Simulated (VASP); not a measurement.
Here is a VASP 6.6.1 calculation.

The input INCAR:

```
SYSTEM = Li26CdH27
ALGO = Normal
EDIFF = 1E-6
ENCUT = 520
GGA = PE
ISIF = 2
ISMEAR = -1
LASPH = .TRUE.
LCHARG = .TRUE.
LELF = .TRUE.
LREAL = Auto
LVHAR = .TRUE.
LWAVE = .FALSE.
NBANDS = 92
NELECT = 116.0
NELM = 100
PREC = Accurate
SIGMA = 0.01
```

KPOINTS

```
k-points
0
G
  3 3 3
  0 0 0
```

POSCAR

```
Li26CdH27
1.0
    0.0000000000      6.0258581757      6.0258581757
    6.0258581757      0.0000000000      6.0258581757
    6.0258581757      6.0258581757      0.0000000000
Cd Li H
1 26 27
Direct
    0.0000000000      0.0000000000      0.0000000000
    0.0000000000      0.0000000000      0.3413888696
    0.0000000000      0.0000000000      0.6586111304
    0.0000000000      0.3413888696      0.0000000000
   -0.0002898572      0.3334299524      0.3334299524
    0.0000000000      0.3413888696      0.6586111304
    0.0000000000      0.6586111304      0.0000000000
    0.0000000000      0.6586111304      0.3413888696
    0.0002898572      0.6665700476      0.6665700476
    0.3413888696      0.0000000000      0.0000000000
    0.3334299524     -0.0002898572      0.3334299524
    0.3413888696      0.0000000000      0.6586111304
    0.3334299524      0.3334299524     -0.0002898572
    0.3334299524      0.3334299524      0.3334299524
    0.3362697620      0.3362697620      0.6637302380
    0.3413888696      0.6586111304      0.0000000000
    0.3362697620      0.6637302380      0.3362697620
    0.3362697620      0.6637302380      0.6637302380
    0.6586111304      0.0000000000      0.0000000000
    0.6586111304      0.0000000000      0.3413888696
    0.6665700476      0.0002898572      0.6665700476
    0.6586111304      0.3413888696      0.0000000000
    0.6637302380      0.3362697620      0.3362697620
    0.6637302380      0.3362697620      0.6637302380
    0.6665700476      0.6665700476      0.0002898572
    0.6637302380      0.6637302380      0.3362697620
    0.6665700476      0.6665700476      0.6665700476
    0.1658039501      0.1658039501      0.1658039501
    0.1658039501      0.1658039501      0.5025881497
    0.1683256896      0.1683256896      0.8316743104
    0.1658039501      0.5025881497      0.1658039501
    0.1673832911      0.5000000000      0.5000000000
    0.1673832911      0.5000000000      0.8326167089
    0.1683256896      0.8316743104      0.1683256896
    0.1673832911      0.8326167089      0.5000000000
    0.1683256896      0.8316743104      0.8316743104
    0.5025881497      0.1658039501      0.1658039501
    0.5000000000      0.1673832911      0.5000000000
    0.5000000000      0.1673832911      0.8326167089
    0.5000000000      0.5000000000      0.1673832911
    0.5000000000      0.5000000000      0.5000000000
    0.5000000000      0.5000000000      0.8326167089
    0.5000000000      0.8326167089      0.1673832911
    0.5000000000      0.8326167089      0.5000000000
    0.4974118503      0.8341960499      0.8341960499
    0.8316743104      0.1683256896      0.1683256896
    0.8326167089      0.1673832911      0.5000000000
    0.8316743104      0.1683256896      0.8316743104
    0.8326167089      0.5000000000      0.1673832911
    0.8326167089      0.5000000000      0.5000000000
    0.8341960499      0.4974118503      0.8341960499
    0.8316743104      0.8316743104      0.1683256896
    0.8341960499      0.8341960499      0.4974118503
    0.8341960499      0.8341960499      0.8341960499
```

Potentials or basis: VASP PAW PBE potentials, release 64 (Cd, Li_sv, H).

Launch:

```sh
$ cat potpaw_PBE.64/Cd/POTCAR potpaw_PBE.64/Li_sv/POTCAR potpaw_PBE.64/H/POTCAR > POTCAR
$ mpirun -np 1 vasp_std > vasp.out
```

What does it give for the largest force?

0.018 eV/Å.

Forces on the atoms (eV/Å):
```
Cd   0.000  0.000  0.000
Li  -0.001 -0.001  0.000
Li   0.001  0.001  0.000
Li  -0.001  0.000 -0.001
Li   0.003 -0.003 -0.003
Li   0.000  0.001 -0.001
Li   0.001  0.000  0.001
Li   0.000 -0.001  0.001
Li  -0.003  0.003  0.003
Li   0.000 -0.001 -0.001
Li  -0.003  0.003 -0.003
Li   0.001  0.000 -0.001
Li  -0.003 -0.003  0.003
Li   0.003  0.003  0.003
Li   0.000  0.000 -0.001
Li   0.001 -0.001  0.000
Li   0.000 -0.001  0.000
Li   0.001  0.000  0.000
Li   0.000  0.001  0.001
Li  -0.001  0.000  0.001
Li   0.003 -0.003  0.003
Li  -0.001  0.001  0.000
Li  -0.001  0.000  0.000
Li   0.000  0.001  0.000
Li   0.003  0.003 -0.003
Li   0.000  0.000  0.001
Li  -0.003 -0.003 -0.003
H    0.002  0.002  0.002
H   -0.002 -0.002  0.002
H    0.000  0.000  0.018
H   -0.002  0.002 -0.002
H    0.000  0.001  0.001
H   -0.001  0.000  0.001
H    0.000  0.018  0.000
H   -0.001  0.001  0.000
H   -0.018  0.000  0.000
H    0.002 -0.002 -0.002
H    0.001  0.000  0.001
H    0.000 -0.001  0.001
H    0.001  0.001  0.000
H    0.000  0.000  0.000
H   -0.001 -0.001  0.000
H    0.000  0.001 -0.001
H   -0.001  0.000 -0.001
H   -0.002  0.002  0.002
H    0.018  0.000  0.000
H    0.001 -0.001  0.000
H    0.000 -0.018  0.000
H    0.001  0.000 -0.001
H    0.000 -0.001 -0.001
H    0.002 -0.002  0.002
H    0.000  0.000 -0.018
H    0.002  0.002 -0.002
H   -0.002 -0.002 -0.002
```

Caveat: the cell carries a net charge on a neutralising background, which shifts energy and pressure.
